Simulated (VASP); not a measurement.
The system is Si5Te.

```xyz
6
Lattice="0.0000 3.7296 3.7296 3.7296 0.0000 3.7296 3.7296 3.7296 0.0000" Properties=species:S:1:pos:R:3 pbc="T T T"
Si    5.5945    5.5945    5.5945
Si    4.6671    4.6671    2.7922
Si    4.6671    2.7922    4.6671
Si    2.7922    2.7922    2.7922
Si    2.7922    4.6671    4.6671
Te    0.0000    0.0000    0.0000
```

```yaml
Program: VASP 6.6.1
Task: relaxation of cell and atoms
Functional: PBE
Potentials_or_basis: VASP PAW PBE potentials, release 64 (Si, Te)
Cutoff: 500 eV
k_mesh: 10 × 10 × 10
Occupations: gaussian, width 0.1 eV
Spin: no spin polarisation
```

At the start: pressure 0.9 GPa; volume 17.29 Å³/atom.

**Question.** How do energy, volume and symmetry change on relaxing?

**Answer.** Over 5 steps the energy falls by 2.1 meV/atom and the volume is 17.50 Å³/atom (+1.2 %); space group F-43m (No. 216, to 0.05 Å).

The path:
| step | energy change (eV) | largest force (eV/Å) | pressure (GPa) | volume (Å³) |
| --- | --- | --- | --- | --- |
| 1 | 0.0000 | 0.2355 | 0.88 | 103.76 |
| 2 | -0.0107 | 0.0999 | -0.15 | 105.20 |
| 3 | -0.0111 | 0.0725 | -0.37 | 105.52 |
| 4 | -0.0126 | 0.0142 | -0.06 | 105.08 |
| 5 | -0.0126 | 0.0016 | 0.00 | 104.99 |

Final structure:
```
Si Te
1.0
     0.00000    3.74426    3.74426
     3.74426    0.00000    3.74426
     3.74426    3.74426    0.00000
Si Te
5 1
Direct
  0.75000 0.75000 0.75000
  0.37588 0.37588 0.87236
  0.37588 0.87236 0.37588
  0.37588 0.37588 0.37588
  0.87236 0.37588 0.37588
  0.00000 0.00000 0.00000
```
